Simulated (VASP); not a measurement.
# MoS2 (P-3m1) in VASP: further runs, part 2 of 2

VASP 6.6.1. Earlier steps stand in the parts before.

## 4. Relaxation of shape and atoms at fixed volume, PBE+D3(BJ) (14.87 Å³/atom)

This run uses another cell than the first one, of 14.87 Å³/atom.

The input, INCAR:

```
SYSTEM = MoS2
ALGO = Normal
EDIFF = 1E-6
EDIFFG = -0.01
ENCUT = 600
GGA = PE
IBRION = 2
ISIF = 4
ISMEAR = 0
IVDW = 12
LASPH = .TRUE.
LCHARG = .FALSE.
LREAL = .FALSE.
LWAVE = .FALSE.
NELM = 100
NSW = 50
PREC = Accurate
SIGMA = 0.1
```

The input, KPOINTS:

```
k-points
0
G
  18 18 8
  0 0 0
```

The input, POSCAR:

```
MoS2
1.0
    3.0984491016      0.0000000000      0.0000000000
   -1.5492245508      2.6833356343      0.0000000000
    0.0000000000      0.0000000000      5.3646031978
Mo S
1 2
Direct
    0.0000000000      0.0000000000      0.5000000000
    0.3333333333      0.6666666667      0.2108082823
    0.6666666667      0.3333333333      0.7891917177
```

Potentials or basis: VASP PAW PBE potentials, release 64 (Mo_sv, S).

Command:

```bash
$ cat potpaw_PBE.64/Mo_sv/POTCAR potpaw_PBE.64/S/POTCAR > POTCAR
$ mpirun -np 1 vasp_std > vasp.out
```

OUTCAR:

```text
SYSTEM = MoS2
   EDIFF = 1E-6
   EDIFFG = -0.01
   ENCUT = 600
   GGA = PE
   IBRION = 2
   ISIF = 4
   ISMEAR = 0
   IVDW = 12
   LASPH = .TRUE.
   LREAL = .FALSE.
   NELM = 100
   NSW = 50
   PREC = Accurate
 IVDW          = 12

 ion  position               nearest neighbor table
   1  0.000  0.000  0.500-   2 2.37   3 2.37   2 2.37   3 2.37   3 2.37   2 2.37
   2  0.333  0.667  0.211-   1 2.37   1 2.37   1 2.37
   3  0.667  0.333  0.789-   1 2.37   1 2.37   1 2.37

  LATTYP: Found a hexagonal cell.
 ALAT       =     3.0984491016
 C/A-ratio  =     1.7313833540

  Lattice vectors:

 A1 = (   3.0984491016,   0.0000000000,   0.0000000000)
 A2 = (  -1.5492245508,   2.6833356343,   0.0000000000)
 A3 = (   0.0000000000,   0.0000000000,   5.3646031978)

Analysis of symmetry for initial positions (statically):
=====================================================================
 Subroutine PRICEL returns:
 Original cell was already a primitive cell.

 Routine SETGRP: Setting up the symmetry group for a
 hexagonal supercell.

 Subroutine GETGRP returns: Found 12 space group operations
 (whereof 12 operations were pure point group operations)
 out of a pool of 24 trial point group operations.

The static configuration has the point symmetry D_3d.

Analysis of symmetry for dynamics (positions and initial velocities):
=====================================================================
 Subroutine PRICEL returns:
 Original cell was already a primitive cell.

 Routine SETGRP: Setting up the symmetry group for a
 hexagonal supercell.

 Subroutine GETGRP returns: Found 12 space group operations
 (whereof 12 operations were pure point group operations)
 out of a pool of 24 trial point group operations.

The dynamic configuration has the point symmetry D_3d.

 Subroutine INISYM returns: Found 12 space group operations
 (whereof 12 operations are pure point group operations),
 and found     1 'primitive' translations

----------------------------------------------------------------------------------------

                                     Primitive cell

  volume of cell :      44.6023

  direct lattice vectors                    reciprocal lattice vectors
     3.098449102  0.000000000  0.000000000     0.322742110  0.186335244  0.000000000
[... 97 lines left out ...]
   TEBEG  =    0.0;   TEEND  =   0.0 temperature during run
   PSTRESS=    0.0 pullay stress
   NELECT =      26.0000    total number of electrons
   NUPDOWN=      -1.0000    fix difference up-down
   EMIN   =  10.00;   EMAX   =-10.00  energy-range for DOS
   EFERMI =   0.00;   METHOD = LEGACY
   ISMEAR =     0;   SIGMA  =   0.10  broadening in eV -4-tet -1-fermi 0-gaus
   EFERMI_NEDOS =   21; number of points for ismear=-14 and -15
   IALGO  =     38    algorithm
   IMIX   =      4    mixing-type and parameters
     AMIX     =   0.40;   BMIX     =  1.00
     AMIX_MAG =   1.60;   BMIX_MAG =  1.00
  volume/ion in A,a.u.               =      14.87       100.33
  Fermi-wavevector in a.u.,A,eV,Ry     =   1.367562  2.584317 25.445959  1.870225
  Thomas-Fermi vector in A             =   2.493603
   LORBIT       =      0    0 simple, 1 ext, 2 COOP (PROOUT), +10 PAW based schemes
   GGA     = PE    functional components
   LHFCALC =     F    Hartree Fock is set to
   AEXX    =    0.0000 exact exchange contribution
   IVDW    =    12    specifies the selected vdW correction
   LEPSILON=     F    determine dielectric tensor
   LRPA    =     F    only Hartree local field effects (RPA)
 conjugate gradient relaxation of ions
 non-spin polarized calculation
 Gauss-broadening in eV      SIGMA  =   0.10
  energy-cutoff  :      600.00
  volume of cell :       44.60
 maximum number of plane-waves:      1510
 NGX is ok and might be reduce to    28
   NGX = 13   NGY = 13   NGZ = 21

--------------------------------------- Ionic step        1  -------------------------------------------

 number of electron      26.0000000 magnetization

 Free energy of the ion-electron system (eV)
  ---------------------------------------------------
  ext. energy  EPLUGINS =         0.00000000
  ---------------------------------------------------
  free energy    TOTEN  =       -20.55662150 eV

  energy without entropy =      -20.55131643  energy(sigma->0) =      -20.55396897

------------------------ aborting loop because EDIFF is reached ----------------------------------------

 Edisp (eV)   -1.54599

 E8    (eV) :    -0.6255
[... 155 lines left out ...]
--------------------------------------- Ionic step        5  -------------------------------------------

 number of electron      26.0000000 magnetization

 Free energy of the ion-electron system (eV)
  ---------------------------------------------------
  ext. energy  EPLUGINS =         0.00000000
  ---------------------------------------------------
  free energy    TOTEN  =       -20.56905135 eV

  energy without entropy =      -20.56319291  energy(sigma->0) =      -20.56612213

 E-fermi :  10.3819     XC(G=0): -11.9997

 val. band max:       10.3800027392   @ k =   0.0000   0.2222   0.1250
 cond. band min:      10.3845716185   @ k =   0.1111   0.0000   0.0000
 fundamental gap:      0.0045688793
 Fermi energy:        10.3818887308

 k-point     1 :       0.0000    0.0000    0.0000
  band No.  band energies     occupation
      1     -51.2964      2.00000
      2     -25.4361      2.00000
      3     -25.2484      2.00000
      4     -25.2484      2.00000
      5      -5.8538      2.00000
      6      -2.8999      2.00000
[... 457 lines left out ...]
      4     -25.3366      2.00000
      5      -3.2635      2.00000
      6      -2.8474      2.00000
[... 9 lines left out ...]
     16      13.9094      0.00000
     17      14.2765      0.00000

 [... further k-points ...]

------------------------ aborting loop because EDIFF is reached ----------------------------------------

 Edisp (eV)   -1.54716

 E8    (eV) :    -0.6262
[... 26 lines left out ...]
  FREE ENERGIE OF THE ION-ELECTRON SYSTEM (eV)
  ---------------------------------------------------
  free  energy   TOTEN  =       -22.1162148178 eV

  energy  without entropy=      -22.1103563839  energy(sigma->0) =      -22.11328560

 reached required accuracy - stopping structural energy minimisation
```

CONTCAR:

```text
MoS2
   1.00000000000000
     3.1094115812850629    0.0000000000000000    0.0000000000000000
    -1.5547057906425314    2.6928294201885441    0.0000000000000000
     0.0000000000000000    0.0000000000000000    5.3268432014318527
  Mo              S
     1     2
Direct
     0.0000000000000000    0.0000000000000000    0.5000000000000000
     0.3333333332999970    0.6666666667000030    0.2055039936236107
     0.6666666667000030    0.3333333332999970    0.7944960063763893

  0.00000000E+00  0.00000000E+00  0.00000000E+00
  0.00000000E+00  0.00000000E+00  0.00000000E+00
  0.00000000E+00  0.00000000E+00  0.00000000E+00
```

Wall time 5.6 min (1 thread of Intel Xeon 6975P-C (Granite Rapids), shared host); peak memory 0.39 GiB.

What came out:

| Item | Value |
| --- | --- |
| Free energy | -22.1162 eV |
| Energy gained by relaxing | 4.5 meV/atom |
| Ionic steps | 5 |
| Pressure after relaxing | 10.4 GPa |
| Largest force after relaxing | 0.007 eV/Å |
| Band gap on the k mesh | zero (bands 13 and 14 overlap by 1.65 eV) |
| Dispersion energy per atom | -0.516 eV |

Forces on the atoms (eV/Å):
```
Mo   0.000  0.000  0.000
S    0.000  0.000 -0.007
S    0.000  0.000  0.007
```

The path:
```csv
step,energy change (eV),largest force (eV/Å),pressure (GPa),volume (Å³)
1,0.0000,0.5078,13.44,44.60
2,-0.0113,0.0301,10.58,44.60
3,-0.0114,0.0224,10.85,44.60
4,-0.0129,0.0168,10.67,44.60
5,-0.0136,0.0073,10.41,44.60
```

Final structure:
```yaml
crystal:
  lattice:
    - [3.10941, 0.00000, 0.00000]
    - [-1.55471, 2.69283, 0.00000]
    - [0.00000, 0.00000, 5.32684]
  atoms:
    - { symbol: Mo, position: [0.00000, 0.00000, 0.50000] }
    - { symbol: S, position: [0.33333, 0.66667, 0.20550] }
    - { symbol: S, position: [0.66667, 0.33333, 0.79450] }
```

## 5. Overview

```csv
task,cell,cutoff (eV),gap on the mesh (eV),pressure (GPa),largest force (eV/Å)
single point,"a = 3.188, b = 3.188, c = 6.335 Å, angles 90.0, 90.0, 120.0°, 3 atoms, atomic positions A",520,none,-2.6,0.01
single point,"a = 3.227, b = 3.227, c = 6.312 Å, angles 90.0, 90.0, 120.0°, 3 atoms, atomic positions B",520,none,-2.3,0.24
relaxation of shape and atoms at fixed volume,"relaxed from a = 3.098, b = 3.098, c = 5.365 Å, angles 90.0, 90.0, 120.0°, 3 atoms, atomic positions C",600,none,10.4,0.01
```

Alike in all rows: level PBE+D3(BJ); potentials or basis VASP PAW PBE potentials, release 64 (Mo_sv, S); no spin polarisation; k mesh 18 × 18 × 8; smearing gaussian 0.1 eV.

Total energies depend on the potentials used, so only differences within one code and one set of settings carry meaning.
